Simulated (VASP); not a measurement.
# BeB15N15 (a cell with a defect) in VASP: a series of runs, part 2 of 2

VASP 6.6.1.

## (4) Single point, PBE

INCAR

```
SYSTEM = BeB15N15
PREC = Accurate
ENCUT = 520
EDIFF = 1E-6
ISMEAR = -1
SIGMA = 0.01
LREAL = Auto
LASPH = .TRUE.
NELM = 120
ALGO = Normal
ISIF = 2
LWAVE = .FALSE.
LCHARG = .FALSE.
GGA = PE
NBANDS = 82
GGA_COMPAT = .FALSE.
ISYM = -1
```

KPOINTS

```
explicit points
1
Reciprocal
  0.25000000   0.25000000   0.25000000 1
```

POSCAR

```
BeB15N15
1.0
   -3.6241103844      3.6241103844     -3.6241103844
    3.6241103844      3.6241103844      3.6241103844
    3.6241103844     -3.6241103844     -3.6241103844
B Be N
15 1 15
Direct
   -0.0019083987     -0.0030621174     -0.0124004695
    0.0032538634      0.2486770424      0.7498202438
    0.0032475835      0.4996852143      0.4988008685
   -0.0018947747      0.7374158856      0.2470735525
    0.2498451508      0.0020942500      0.7498345882
    0.2498368072      0.4996837681      0.2522153472
    0.2485060714      0.7489845438     -0.0008922010
    0.5008681592      0.0020907627      0.4988081226
    0.5008564627      0.2486742440      0.2522163318
    0.4975378127      0.4963822092     -0.0015062124
    0.4975378334      0.7483527213      0.7465028832
    0.7386387501     -0.0030547748      0.2470578619
    0.7501461228      0.2473358422     -0.0008880837
    0.7495224927      0.4963761236      0.7465009450
    0.7501437877      0.7489831752      0.4974714554
    0.2465866384      0.2454253916      0.4955515040
   -0.0012326158      0.2472867307      0.0020341022
    0.0026608619      0.5000828201      0.7502063908
   -0.0012267651      0.7519152928      0.4974189768
    0.2484473608     -0.0023928416      0.0020466607
    0.2482775362      0.2471113044      0.7593370728
    0.2482731948      0.5091987541      0.4972393777
    0.2484518788      0.7519136201      0.2477349224
    0.5012433779      0.0014972025      0.7502083756
    0.5103667530      0.2471059843      0.4972378646
    0.5012423787      0.5000825676      0.2516289654
    0.5020293532      0.7495756287     -0.0002993429
    0.7530822832     -0.0023916728      0.4974144111
    0.7530665066      0.2472907963      0.2477325697
    0.7507382618      0.5008684911     -0.0002955903
    0.7507325222      0.7495690765      0.7509922004
```

Potentials or basis: VASP PAW PBE potentials, release 64 (B, Be, N).

On the command line:

```console
$ cat potpaw_PBE.64/B/POTCAR potpaw_PBE.64/Be/POTCAR potpaw_PBE.64/N/POTCAR > POTCAR
$ mpirun -np 1 vasp_std > vasp.out
```

OUTCAR:

```text
SYSTEM = BeB15N15
   PREC = Accurate
   ENCUT = 520
   EDIFF = 1E-6
   ISMEAR = -1
   LREAL = Auto
   LASPH = .TRUE.
   NELM = 120
   ISIF = 2
   GGA = PE
   ISYM = -1

 ion  position               nearest neighbor table
   1  0.998  0.997  0.988-  31 1.53  17 1.54  20 1.54
   2  0.003  0.249  0.750-  21 1.52  28 1.58  18 1.58  17 1.60
   3  0.003  0.500  0.499-  22 1.52  29 1.58  18 1.58  19 1.60
   4  0.998  0.737  0.247-  30 1.53  19 1.54  23 1.54
   5  0.250  0.002  0.750-  21 1.52  19 1.58  24 1.58  20 1.60
   6  0.250  0.500  0.252-  22 1.52  17 1.58  26 1.58  23 1.60
   7  0.249  0.749  0.999-  20 1.55  23 1.55  18 1.56  27 1.59
   8  0.501  0.002  0.499-  25 1.52  23 1.58  24 1.58  28 1.60
   9  0.501  0.249  0.252-  25 1.52  20 1.58  26 1.58  29 1.60
  10  0.498  0.496  0.998-  21 1.54  26 1.57  27 1.58  30 1.58
  11  0.498  0.748  0.747-  22 1.54  24 1.57  31 1.58  27 1.58
  12  0.739  0.997  0.247-  27 1.53  29 1.54  28 1.54
  13  0.750  0.247  0.999-  29 1.55  17 1.55  24 1.56  30 1.59
  14  0.750  0.496  0.747-  25 1.54  18 1.57  31 1.58  30 1.58
  15  0.750  0.749  0.497-  28 1.55  19 1.55  26 1.56  31 1.59
  16  0.247  0.245  0.496-  22 1.65  25 1.65  21 1.65
  17  0.999  0.247  0.002-   1 1.54  13 1.55   6 1.58   2 1.60
[... 185 lines left out ...]
      1     -11.7681      2.00000
      2     -11.7679      2.00000
      3     -11.6377      2.00000
      4     -11.0094      2.00000
      5      -8.7314      2.00000
      6      -8.7312      2.00000
[... 65 lines left out ...]
     72      15.0109      0.00000
     73      15.2379      0.00000
 [bands above 73 left out]

------------------------ aborting loop because EDIFF is reached ----------------------------------------

  FORCE on cell =-STRESS in cart. coord.  units (eV):
  Direction    XX          YY          ZZ          XY          YZ          ZX
  --------------------------------------------------------------------------------------
  -------------------------------------------------------------------------------------
  Total        1.6258741      1.6271775      1.6302536     -1.3932777      1.4033334      1.4009889
  in kB       13.6814852     13.6924533     13.7183383    -11.7242220     11.8088388     11.7891107
  external PRESSURE =      13.6974256 kB  Pullay stress =       0.0000000 kB

 VOLUME and BASIS-vectors are now :
 -----------------------------------------------------------------------------
  energy-cutoff  :      520.00
  volume of cell :      190.40
      direct lattice vectors                 reciprocal lattice vectors
    -3.624110384  3.624110384 -3.624110384     0.000000000  0.137964893 -0.137964893
     3.624110384  3.624110384  3.624110384     0.137964893  0.137964893  0.000000000
     3.624110384 -3.624110384 -3.624110384     0.137964893  0.000000000 -0.137964893

 POSITION                                       TOTAL-FORCE (eV/Angst)
 -----------------------------------------------------------------------------------
      3.57499      3.65104     -3.58335         0.013967     -0.013274     -0.014899
      3.60687     -1.80441     -1.82799         0.008708     -0.008163      0.007653
      3.60685      0.01497     -0.00856         0.009891     -0.007124      0.007877
     -0.04935      5.39430     -1.84019         0.015024      0.016879      0.015916
      1.81961     -1.80443     -3.61536        -0.007591     -0.007815     -0.007895
      1.81953      1.80229     -0.00858        -0.006372      0.009564      0.007918
[... 23 lines left out ...]
      2.71748      0.91292     -4.52859        -0.006070     -0.006230      0.005510
      2.71746      2.71558     -2.72590        -0.005148     -0.005616      0.005547
 -----------------------------------------------------------------------------------
    total drift:                                0.000977     -0.000478      0.001757

  FREE ENERGIE OF THE ION-ELECTRON SYSTEM (eV)
  ---------------------------------------------------
  free  energy   TOTEN  =      -262.4145082542 eV

  energy  without entropy=     -262.4145082542  energy(sigma->0) =     -262.41450825
```

OSZICAR:

```text
N       E                     dE             d eps       ncg     rms          rms(c)
DAV:   1     0.538443438945E+03    0.53844E+03   -0.65527E+04   164   0.146E+03
DAV:   2    -0.239369851499E+03   -0.77781E+03   -0.75343E+03   206   0.330E+02
DAV:   3    -0.277884682981E+03   -0.38515E+02   -0.38243E+02   208   0.780E+01
DAV:   4    -0.278412912063E+03   -0.52823E+00   -0.52681E+00   208   0.953E+00
DAV:   5    -0.278422764722E+03   -0.98527E-02   -0.98460E-02   200   0.125E+00    0.265E+01
DAV:   6    -0.263559070403E+03    0.14864E+02   -0.47011E+01   192   0.219E+01    0.123E+01
DAV:   7    -0.262647980254E+03    0.91109E+00   -0.30825E+00   200   0.659E+00    0.773E+00
DAV:   8    -0.262423447517E+03    0.22453E+00   -0.73984E-01   200   0.308E+00    0.920E-01
DAV:   9    -0.262413530512E+03    0.99170E-02   -0.54093E-02   200   0.103E+00    0.356E-01
DAV:  10    -0.262414587693E+03   -0.10572E-02   -0.24944E-02   192   0.538E-01    0.197E-01
DAV:  11    -0.262414352475E+03    0.23522E-03   -0.37357E-03   192   0.243E-01    0.667E-02
DAV:  12    -0.262414497058E+03   -0.14458E-03   -0.44307E-04   184   0.979E-02    0.243E-02
DAV:  13    -0.262414505659E+03   -0.86011E-05   -0.27818E-05   208   0.211E-02    0.987E-03
DAV:  14    -0.262414508061E+03   -0.24019E-05   -0.50510E-06   168   0.977E-03    0.332E-03
DAV:  15    -0.262414508254E+03   -0.19313E-06   -0.98148E-07   112   0.441E-03
   1 F= -.26241451E+03 E0= -.26241451E+03  d E =-.115782E-10
```

Run time: 97 s. Hardware: 1 thread of Intel Xeon 8259CL, shared host; peak memory 0.33 GiB.

Results:

| Property | Result |
| --- | --- |
| Free energy | -262.4145 eV |
| Pressure | 1.4 GPa |
| Largest force | 0.028 eV/Å |
| Band gap on the k mesh | 4.85 eV |

Forces on the atoms (eV/Å):
```
B    0.014 -0.013 -0.015
B    0.009 -0.008  0.008
B    0.010 -0.007  0.008
B    0.015  0.017  0.016
B   -0.008 -0.008 -0.008
B   -0.006  0.010  0.008
B   -0.003  0.004 -0.005
B   -0.007 -0.008 -0.007
B   -0.007  0.007  0.007
B    0.001  0.006 -0.003
B    0.003  0.003 -0.005
B   -0.014  0.013 -0.015
B    0.003  0.004  0.005
B    0.006  0.002 -0.003
B    0.003 -0.003 -0.003
Be  -0.008 -0.009  0.008
N    0.001  0.007  0.002
N   -0.004 -0.001  0.000
N    0.000 -0.003 -0.008
N   -0.003  0.008 -0.001
N   -0.001  0.004  0.002
N   -0.001 -0.002 -0.003
N   -0.003  0.000 -0.009
N    0.000 -0.001  0.003
N    0.005 -0.001  0.002
N    0.000 -0.004  0.001
N   -0.005 -0.005  0.005
N    0.007 -0.002 -0.001
N    0.006  0.002  0.001
N   -0.006 -0.006  0.006
N   -0.005 -0.006  0.006
```

Stress tensor (GPa, compression positive):
```
 1.37 -1.17  1.18
-1.17  1.37  1.18
 1.18  1.18  1.37
```

Levels at points of the mesh, in eV from the valence-band top:
```tsv
k point	band 59	band 60	band 61	band 62	band 63	band 64
(0.25, 0.25, 0.25)	-0.40	-0.40	0.00	4.85	4.85	6.61
```

## (5) Single point, PBE

INCAR

```
SYSTEM = BeB15N15
PREC     = Accurate       ! precision mode
ENCUT    = 520            ! plane-wave cutoff, eV
EDIFF    = 1E-6           ! SCF threshold, eV
ISMEAR   = -1             ! smearing method
SIGMA    = 0.01           ! smearing width, eV
LREAL    = Auto         
LASPH    = .TRUE.         ! aspherical terms in the spheres
NELM     = 120            ! most SCF steps
ALGO     = Normal         ! electronic algorithm
ISIF     = 2              ! what is computed and relaxed
LWAVE    = .FALSE.        ! write WAVECAR
LCHARG   = .FALSE.        ! write CHGCAR
GGA      = PE             ! functional
NELECT   = 120.0        
NBANDS   = 82             ! bands
GGA_COMPAT= .FALSE.      
ISYM     = -1
```

KPOINTS is that of step 4.

POSCAR

```
BeB15N15
1.0
   -3.6241103844      3.6241103844     -3.6241103844
    3.6241103844      3.6241103844      3.6241103844
    3.6241103844     -3.6241103844     -3.6241103844
B Be N
15 1 15
Direct
    0.0007230840     -0.0013911302     -0.0580701486
    0.0054685876      0.2520473403      0.7461810319
    0.0054768392      0.4962593213      0.5019861473
    0.0007224056      0.6919951890      0.2485362962
    0.2541647241      0.0033516900      0.7461851100
    0.2541676875      0.4962533843      0.2532893083
    0.2427476426      0.7465371178     -0.0035263869
    0.4983679018      0.0033541604      0.5019825226
    0.4983614007      0.2520466493      0.2532843568
    0.5009628994      0.4988495278      0.0048467296
    0.5009695966      0.7549238415      0.7487839166
    0.6941169625     -0.0013898149      0.2485381506
    0.7486586716      0.2406317664     -0.0035248347
    0.7570335216      0.4988503205      0.7487789610
    0.7486561021      0.7465381001      0.4905602795
    0.2978627859      0.2957478271      0.5456798832
    0.0000091842      0.2455592563      0.0014939186
    0.0048303528      0.5004592961      0.7503954395
    0.0000097160      0.7515537735      0.4954921287
    0.2476723910     -0.0021101888      0.0014902622
    0.2511311982      0.2490146091      0.7621634349
    0.2511466712      0.5122515763      0.4989600789
    0.2476742808      0.7515598578      0.2478267254
    0.5025830210      0.0027202158      0.7504000535
    0.5143503164      0.2490193823      0.4989511196
    0.5025794627      0.5004609275      0.2526439156
    0.5038665495      0.7518145473      0.0017481975
    0.7536754894     -0.0021089323      0.4954883936
    0.7536838468      0.2455575342      0.2478269665
    0.7539305000      0.5017630895      0.0017466238
    0.7539322862      0.7518155548      0.7516852645
```

On the command line:

```console
$ cat potpaw_PBE.64/B/POTCAR potpaw_PBE.64/Be/POTCAR potpaw_PBE.64/N/POTCAR > POTCAR
$ mpirun -np 1 vasp_std > vasp.out
```

Run time: 99 s. Hardware: 1 thread of Intel Xeon 8259CL, shared host; peak memory 0.33 GiB.

The run converged. Its results:

* Free energy: -277.8529 eV
* Largest force: 0.020 eV/Å

Forces in eV/Å, atoms in the order of the input:
```
B    0.006 -0.006 -0.005
B    0.003 -0.014  0.004
B    0.003 -0.005  0.014
B    0.007  0.005  0.005
B   -0.004 -0.013 -0.004
B   -0.004  0.004  0.013
B    0.001  0.009 -0.009
B   -0.013 -0.004 -0.004
B   -0.014  0.004  0.004
B   -0.002  0.014  0.003
B   -0.002 -0.004 -0.015
B   -0.006  0.006 -0.007
B    0.008  0.008  0.000
B    0.013 -0.003  0.003
B    0.008  0.001 -0.008
Be  -0.003 -0.004  0.005
N    0.012  0.011  0.005
N   -0.002 -0.001  0.002
N    0.012 -0.005 -0.010
N   -0.005  0.011 -0.012
N   -0.003  0.008  0.003
N   -0.004 -0.005 -0.008
N   -0.006  0.012 -0.011
N   -0.001 -0.001  0.002
N    0.008 -0.003  0.003
N   -0.001 -0.002  0.001
N   -0.017 -0.007  0.007
N    0.011 -0.006 -0.012
N    0.011  0.013  0.007
N   -0.008 -0.008  0.016
N   -0.007 -0.017  0.007
```

Levels at points of the mesh, in eV from the Fermi level:
| k point | band 58 | band 59 | band 60 | band 61 | band 62 | band 63 |
| --- | --- | --- | --- | --- | --- | --- |
| (0.25, 0.25, 0.25) | -0.73 | -0.27 | -0.27 | 2.49 | 5.26 | 5.26 |

Caveat: the cell carries a net charge on a neutralising background, which shifts energy and pressure; the cell is charged against a uniform background, so pressure and absolute levels hang on convention.
